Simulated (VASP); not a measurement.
# CS2 (Cmce) in VASP: a series of runs

Aim: see how the results for CS2 move with the level of theory and the settings. Levels: LDA, PBEsol. Tasks: single point.

All numbers are computed with VASP 6.6.1; they aren't measurements. Logs are shortened: lines on timing, memory, paths and dates and some standing lists are left out, and cuts for length are marked.

### Step 1. The cell of the first run

The structure is orthorhombic, space group Cmce (No. 64). Conventional cell: a = 7.292 Å, b = 5.989 Å, c = 9.851 Å, α = 90.00°, β = 90.00°, γ = 90.00°. Within 2.1 Å of S (site symmetry m) lie 1 C at 1.56 Å. Within 2.1 Å of C (site symmetry 2/m) lie 2 S at 1.56 Å.

### Step 2. Single point, LDA

Input file INCAR:

```
SYSTEM = CS2
  ALGO = Normal
  EDIFF = 1E-6
  ENCUT = 1300
  GGA = CA
  GGA_COMPAT = .FALSE.
  ISIF = 2
  ISMEAR = 0
  LASPH = .TRUE.
  LCHARG = .FALSE.
  LREAL = .FALSE.
  LWAVE = .FALSE.
  NBANDS = 25
  NELM = 120
  PREC = Accurate
  SIGMA = 0.01
```

Input file KPOINTS:

```
k-points
0
G
  6 6 4
  0 0 0
```

Input file POSCAR:

```
CS2
1.0
    3.6457880000     -2.9943140000      0.0000000000
    3.6457880000      2.9943140000      0.0000000000
    0.0000000000      0.0000000000      9.8512570000
S C
4 2
Direct
    0.1815210000      0.8184790000      0.8868670000
    0.3184790000      0.6815210000      0.3868670000
    0.6815210000      0.3184790000      0.6131330000
    0.8184790000      0.1815210000      0.1131330000
    0.5000000000      0.5000000000      0.5000000000
    0.0000000000      0.0000000000      0.0000000000
```

Potentials or basis: VASP PAW LDA potentials, release 64 (S, C_h).

Launch:

```bash
cat potpaw_LDA.64/S/POTCAR potpaw_LDA.64/C_h/POTCAR > POTCAR
mpirun -np 1 vasp_std > vasp.out
```

OUTCAR:

```text
SYSTEM = CS2
   EDIFF = 1E-6
   ENCUT = 1300
   GGA = CA
   ISIF = 2
   ISMEAR = 0
   LASPH = .TRUE.
   LREAL = .FALSE.
   NELM = 120
   PREC = Accurate

 ion  position               nearest neighbor table
   1  0.182  0.818  0.887-   6 1.56
   2  0.318  0.682  0.387-   5 1.56
   3  0.682  0.318  0.613-   5 1.56
   4  0.818  0.182  0.113-   6 1.56
   5  0.500  0.500  0.500-   2 1.56   3 1.56
   6  0.000  0.000  0.000-   1 1.56   4 1.56

  LATTYP: Found a base centered orthorhombic cell.
 ALAT       =     5.9886280000
 B/A-ratio  =     1.2175703684
 C/A-ratio  =     1.6449939786

  Lattice vectors:

 A1 = (  -3.6457880000,  -2.9943140000,   0.0000000000)
 A2 = (   3.6457880000,  -2.9943140000,   0.0000000000)
 A3 = (   0.0000000000,   0.0000000000,   9.8512570000)

Analysis of symmetry for initial positions (statically):
=====================================================================
 Subroutine PRICEL returns:
 Original cell was already a primitive cell.

 Routine SETGRP: Setting up the symmetry group for a
 base centered orthorhombic supercell.

 Subroutine GETGRP returns: Found  8 space group operations
 (whereof  4 operations were pure point group operations)
 out of a pool of  8 trial point group operations.

The static configuration has the point symmetry C_2h.
 The point group associated with its full space group is D_2h.

Analysis of symmetry for dynamics (positions and initial velocities):
=====================================================================
 Subroutine PRICEL returns:
 Original cell was already a primitive cell.

 Routine SETGRP: Setting up the symmetry group for a
 base centered orthorhombic supercell.

 Subroutine GETGRP returns: Found  8 space group operations
 (whereof  4 operations were pure point group operations)
 out of a pool of  8 trial point group operations.

The dynamic configuration has the point symmetry C_2h.
 The point group associated with its full space group is D_2h.

 Subroutine INISYM returns: Found  8 space group operations
 (whereof  4 operations are pure point group operations),
 and found     1 'primitive' translations

----------------------------------------------------------------------------------------

                                     Primitive cell

  volume of cell :     215.0851

  direct lattice vectors                    reciprocal lattice vectors
     3.645788000 -2.994314000  0.000000000     0.137144562 -0.166983155  0.000000000
     3.645788000  2.994314000  0.000000000     0.137144562  0.166983155  0.000000000
     0.000000000  0.000000000  9.851257000     0.000000000  0.000000000  0.101509889

  length of vectors
     4.717805260  4.717805260  9.851257000     0.216083329  0.216083329  0.101509889

  position of ions in fractional coordinates (direct lattice)
     0.181521000  0.818479000  0.886867000
     0.318479000  0.681521000  0.386867000
     0.681521000  0.318479000  0.613133000
     0.818479000  0.181521000  0.113133000
     0.500000000  0.500000000  0.500000000
     0.000000000  0.000000000  0.000000000

  ion indices of the primitive-cell ions
   primitive index   ion index
                 1           1
                 2           2
                 3           3
                 4           4
                 5           5
                 6           6

----------------------------------------------------------------------------------------

 KPOINTS: k-points

Automatic generation of k-mesh.
 Grid dimensions read from file:
 generate k-points for:    6    6    4

 Generating k-lattice:

  Cartesian coordinates                     Fractional coordinates (reciprocal lattice)
     0.022857427 -0.027830526  0.000000000     0.166666667  0.000000000  0.000000000
     0.022857427  0.027830526  0.000000000     0.000000000  0.166666667  0.000000000
     0.000000000  0.000000000  0.025377472     0.000000000  0.000000000  0.250000000

  Length of vectors
     0.036013888  0.036013888  0.025377472

  Shift w.r.t. Gamma in fractional coordinates (k-lattice)
     0.000000000  0.000000000  0.000000000

 Subroutine IBZKPT returns following result:
 ===========================================

 Found     39 irreducible k-points:

 Following reciprocal coordinates:
            Coordinates               Weight
  0.000000  0.000000  0.000000      1.000000
  0.166667  0.000000  0.000000      4.000000
  0.333333  0.000000  0.000000      4.000000
  0.500000  0.000000  0.000000      2.000000
  0.166667  0.166667  0.000000      2.000000
  0.333333  0.166667  0.000000      4.000000
[... 16 lines left out ...]
  0.333333  0.333333  0.250000      4.000000
  0.500000  0.333333  0.250000      8.000000
 [... further k-points ...]
   k-points           NKPTS =     39   k-points in BZ     NKDIM =     39   number of bands    NBANDS=     25
   number of dos      NEDOS =    301   number of ions     NIONS =      6
   total plane-waves  NPLWV = 376320
   dimension x,y,z NGX =    56 NGY =   56 NGZ =  120
   dimension x,y,z NGXF=   112 NGYF=  112 NGZF=  240
   ions per type =               4   2
   NGX,Y,Z   is equivalent  to a cutoff of  19.73, 19.73, 20.25 a.u.
   NGXF,Y,Z  is equivalent  to a cutoff of  39.47, 39.47, 40.50 a.u.
 SYSTEM =  CS2
   PREC   = accura    normal or accurate (medium, high low for compatibility)
   ISTART =      0    job   : 0-new  1-cont  2-samecut
   ICHARG =      2    charge: 1-file 2-atom 10-const
   ISPIN  =      1    spin polarized calculation?
   LNONCOLLINEAR =      F non collinear calculations
   LSORBIT =      F    spin-orbit coupling
   LASPH  =      T    aspherical Exc in radial PAW
   ENCUT  = 1300.0 eV  95.55 Ry    9.77 a.u.  13.87 13.87 28.96*2*pi/ulx,y,z
   NELM   =    120;   NELMIN=  2; NELMDL= -5     # of ELM steps
   EDIFF  = 0.1E-05   stopping-criterion for ELM
   LREAL  =      F    real-space projection
   EDIFFG = 0.1E-04   stopping-criterion for IOM
   NSW    =      0    number of steps for IOM
   IBRION =     -1    ionic relax: 0-MD 1-quasi-New 2-CG
   NFREE  =      0    steps in history (QN), initial steepest desc. (CG)
   ISIF   =      2    stress and relaxation
   ISYM   =      2    0-nonsym 1-usesym 2-fastsym
   POTIM  = 0.5000    time-step for ionic-motion
   TEBEG  =    0.0;   TEEND  =   0.0 temperature during run
   PSTRESS=    0.0 pullay stress
   NELECT =      32.0000    total number of electrons
   NUPDOWN=      -1.0000    fix difference up-down
   EMIN   =  10.00;   EMAX   =-10.00  energy-range for DOS
   EFERMI =   0.00;   METHOD = LEGACY
   ISMEAR =     0;   SIGMA  =   0.01  broadening in eV -4-tet -1-fermi 0-gaus
   EFERMI_NEDOS =   21; number of points for ismear=-14 and -15
   IALGO  =     38    algorithm
   IMIX   =      4    mixing-type and parameters
     AMIX     =   0.40;   BMIX     =  1.00
     AMIX_MAG =   1.60;   BMIX_MAG =  1.00
  volume/ion in A,a.u.               =      35.85       241.91
  Fermi-wavevector in a.u.,A,eV,Ry     =   0.867470  1.639281 10.238452  0.752505
  Thomas-Fermi vector in A             =   1.986009
   LORBIT       =      0    0 simple, 1 ext, 2 COOP (PROOUT), +10 PAW based schemes
   GGA     = CA    functional components
   LHFCALC =     F    Hartree Fock is set to
   AEXX    =    0.0000 exact exchange contribution
   IVDW    =     0    specifies the selected vdW correction
   LEPSILON=     F    determine dielectric tensor
   LRPA    =     F    only Hartree local field effects (RPA)
 non-spin polarized calculation
 Gauss-broadening in eV      SIGMA  =   0.01
  energy-cutoff  :     1300.00
  volume of cell :      215.09
 maximum number of plane-waves:     22946
   NGX = 27   NGY = 27   NGZ = 57

 number of electron      32.0000000 magnetization

 Free energy of the ion-electron system (eV)
  ---------------------------------------------------
  ext. energy  EPLUGINS =         0.00000000
  ---------------------------------------------------
  free energy    TOTEN  =       -35.93116899 eV

  energy without entropy =      -35.93116899  energy(sigma->0) =      -35.93116899

 E-fermi :  -2.1432     XC(G=0):  -6.7017

 val. band max:       -2.2484101380   @ k =   0.5000   0.5000   0.0000
 cond. band min:       1.0919719863   @ k =   0.5000   0.5000   0.0000
 fundamental gap:      3.3403821243
 Fermi energy:        -2.1432314799

 k-point     1 :       0.0000    0.0000    0.0000
  band No.  band energies     occupation
      1     -17.0053      2.00000
      2     -16.9641      2.00000
      3     -14.9013      2.00000
      4     -14.8318      2.00000
      5      -8.4458      2.00000
      6      -8.1902      2.00000
[... 17 lines left out ...]
     24       5.0838      0.00000
     25       5.2434      0.00000

 k-point     2 :       0.1667    0.0000    0.0000
  band No.  band energies     occupation
      1     -16.9937      2.00000
      2     -16.9579      2.00000
      3     -14.9008      2.00000
      4     -14.8409      2.00000
      5      -8.4291      2.00000
      6      -8.2012      2.00000
[... 17 lines left out ...]
     24       4.9472      0.00000
     25       5.6490      0.00000

 k-point     3 :       0.3333    0.0000    0.0000
  band No.  band energies     occupation
      1     -16.9681      2.00000
      2     -16.9472      2.00000
      3     -14.8969      2.00000
      4     -14.8627      2.00000
      5      -8.3781      2.00000
      6      -8.2382      2.00000
[... 17 lines left out ...]
     24       4.7349      0.00000
     25       5.6360      0.00000

 k-point     4 :       0.5000    0.0000    0.0000
  band No.  band energies     occupation
      1     -16.9485      2.00000
      2     -16.9485      2.00000
      3     -14.8845      2.00000
      4     -14.8845      2.00000
      5      -8.3039      2.00000
      6      -8.3039      2.00000
[... 17 lines left out ...]
     24       4.6332      0.00000
     25       5.6079      0.00000

 k-point     5 :       0.1667    0.1667    0.0000
  band No.  band energies     occupation
      1     -16.9886      2.00000
      2     -16.9513      2.00000
      3     -14.8996      2.00000
      4     -14.8391      2.00000
      5      -8.4302      2.00000
      6      -8.2191      2.00000
[... 17 lines left out ...]
     24       5.1522      0.00000
     25       5.2877      0.00000

 k-point     6 :       0.3333    0.1667    0.0000
  band No.  band energies     occupation
      1     -16.9679      2.00000
      2     -16.9389      2.00000
      3     -14.8975      2.00000
      4     -14.8531      2.00000
      5      -8.3972      2.00000
      6      -8.2497      2.00000
[... 17 lines left out ...]
     24       5.0527      0.00000
     25       5.4389      0.00000
[... 393 lines left out ...]
 k-point    21 :      -0.3333    0.1667    0.2500
  band No.  band energies     occupation
      1     -16.9512      2.00000
      2     -16.9461      2.00000
      3     -14.8894      2.00000
      4     -14.8789      2.00000
      5      -8.3333      2.00000
      6      -8.2696      2.00000
[... 17 lines left out ...]
     24       5.2325      0.00000
     25       5.6430      0.00000

 k-point    22 :      -0.1667    0.1667    0.2500
  band No.  band energies     occupation
      1     -16.9741      2.00000
      2     -16.9565      2.00000
      3     -14.8933      2.00000
      4     -14.8629      2.00000
      5      -8.3734      2.00000
      6      -8.2401      2.00000
[... 17 lines left out ...]
     24       5.1124      0.00000
     25       5.9480      0.00000

 k-point    23 :       0.3333    0.3333    0.2500
  band No.  band energies     occupation
      1     -16.9507      2.00000
      2     -16.9298      2.00000
      3     -14.8901      2.00000
      4     -14.8600      2.00000
      5      -8.3780      2.00000
      6      -8.2948      2.00000
[... 17 lines left out ...]
     24       5.2131      0.00000
     25       5.7414      0.00000

 k-point    24 :       0.5000    0.3333    0.2500
  band No.  band energies     occupation
      1     -16.9389      2.00000
      2     -16.9233      2.00000
      3     -14.8899      2.00000
      4     -14.8693      2.00000
      5      -8.3509      2.00000
      6      -8.3069      2.00000
[... 17 lines left out ...]
     24       5.5336      0.00000
     25       5.7397      0.00000

 [... further k-points ...]

------------------------ aborting loop because EDIFF is reached ----------------------------------------

  FORCE on cell =-STRESS in cart. coord.  units (eV):
  Direction    XX          YY          ZZ          XY          YZ          ZX
  --------------------------------------------------------------------------------------
  -------------------------------------------------------------------------------------
  Total       -1.0615791     -2.6484880     -2.7093426      0.0000000      0.0000000      0.0000000
  in kB       -7.9077430    -19.7286872    -20.1819958      0.0000000      0.0000000      0.0000000
  external PRESSURE =     -15.9394753 kB  Pullay stress =       0.0000000 kB

 VOLUME and BASIS-vectors are now :
 -----------------------------------------------------------------------------
  energy-cutoff  :     1300.00
  volume of cell :      215.09
      direct lattice vectors                 reciprocal lattice vectors
     3.645788000 -2.994314000  0.000000000     0.137144562 -0.166983155  0.000000000
     3.645788000  2.994314000  0.000000000     0.137144562  0.166983155  0.000000000
     0.000000000  0.000000000  9.851257000     0.000000000  0.000000000  0.101509889

 POSITION                                       TOTAL-FORCE (eV/Angst)
 -----------------------------------------------------------------------------------
      3.64579      1.90725      8.73675         0.000000      0.356424      0.362684
      3.64579      1.08706      3.81113         0.000000     -0.356424      0.362684
      3.64579     -1.08706      6.04013         0.000000      0.356424     -0.362684
      3.64579     -1.90725      1.11450         0.000000     -0.356424     -0.362684
      3.64579      0.00000      4.92563         0.000000      0.000000      0.000000
      0.00000      0.00000      0.00000        -0.000000      0.000000      0.000000
 -----------------------------------------------------------------------------------
    total drift:                               -0.000000     -0.000000     -0.000000

  FREE ENERGIE OF THE ION-ELECTRON SYSTEM (eV)
  ---------------------------------------------------
  free  energy   TOTEN  =       -35.9311689856 eV

  energy  without entropy=      -35.9311689856  energy(sigma->0) =      -35.93116899
```

Wall time 14 min (1 thread of Intel Xeon Platinum 8488C (Sapphire Rapids), shared host); peak memory 0.97 GiB.

What came out:

- Free energy: -35.9312 eV
- Pressure: -1.6 GPa
- Largest force: 0.509 eV/Å
- Band gap on the k mesh: 3.34 eV

Forces in eV/Å, atoms in the order of the input:
```
S    0.000  0.356  0.363
S    0.000 -0.356  0.363
S    0.000  0.356 -0.363
S    0.000 -0.356 -0.363
C    0.000  0.000  0.000
C    0.000  0.000  0.000
```

Levels at points of the mesh, in eV from the valence-band top:
| k point | band 14 | band 15 | band 16 | band 17 | band 18 | band 19 |
| --- | --- | --- | --- | --- | --- | --- |
| (0.00, 0.00, 0.00) | -0.39 | -0.35 | -0.20 | 3.41 | 3.50 | 3.73 |
| (0.50, 0.00, 0.00) | -0.32 | -0.15 | -0.15 | 3.49 | 3.49 | 3.64 |
| (0.50, 0.50, 0.00) | -0.51 | -0.28 | 0.00 | 3.34 | 3.40 | 4.07 |
| (0.00, 0.00, 0.50) | -0.44 | -0.28 | -0.28 | 3.57 | 3.57 | 3.68 |
| (0.50, 0.00, 0.50) | -0.37 | -0.11 | -0.11 | 3.43 | 3.43 | 3.72 |
| (0.50, 0.50, 0.50) | -0.45 | -0.26 | -0.26 | 3.70 | 3.70 | 3.76 |

### Step 3. Single point, PBEsol

This run uses another cell than the first one, of 36.56 Å³/atom.

Input file INCAR:

```
PREC = Accurate
ENCUT = 520
EDIFF = 1E-6
ISMEAR = -1
SIGMA = 0.05
LREAL = False
LASPH = True
NELM = 60
ALGO = Normal
ISIF = 2
LWAVE = False
LCHARG = False
GGA = PS
NBANDS = 25
```

Input file KPOINTS:

```
regular mesh
0
Gamma
  5 5 3
```

Changes to POSCAR since step 2:

```diff
@@ -4,3 +4,3 @@
     3.6457880000      2.9943140000      0.0000000000
-    0.0000000000      0.0000000000      9.8512570000
+    0.0000000000      0.0000000000     10.0482821400
 S C
```

Potentials or basis: VASP PAW PBE potentials, release 64 (S, C).

Launch:

```bash
cat potpaw_PBE.64/S/POTCAR potpaw_PBE.64/C/POTCAR > POTCAR
mpirun -np 1 vasp_std > vasp.out
```

Run time: 2.1 min. Hardware: 1 thread of Oxide Virtual Turin-like, shared host; peak memory 0.3 GiB.

Results (log left out):

```yaml
Free_energy: -34.5547 eV
Pressure: -1.6 GPa
Largest_force: 0.919 eV/Å
Band_gap_on_the_k_mesh: 3.43 eV
```

Forces in eV/Å, atoms in the order of the input:
```
S    0.000  0.637  0.663
S    0.000 -0.637  0.663
S    0.000  0.637 -0.663
S    0.000 -0.637 -0.663
C    0.000  0.000  0.000
C    0.000  0.000  0.000
```

Stress tensor (GPa, compression positive):
```
-0.20  0.00  0.00
 0.00 -2.24  0.00
 0.00  0.00 -2.43
```

Levels at points of the mesh, in eV from the valence-band top:
```tsv
k point	band 14	band 15	band 16	band 17	band 18	band 19
(0.00, 0.00, 0.00)	-0.34	-0.28	-0.14	3.47	3.55	3.75
```

Caveat: this functional lacks dispersion, which holds the molecules together, so the pressure and a relaxed volume are unreliable; the PAW data sets were made with another functional, which shifts forces and pressure a little.
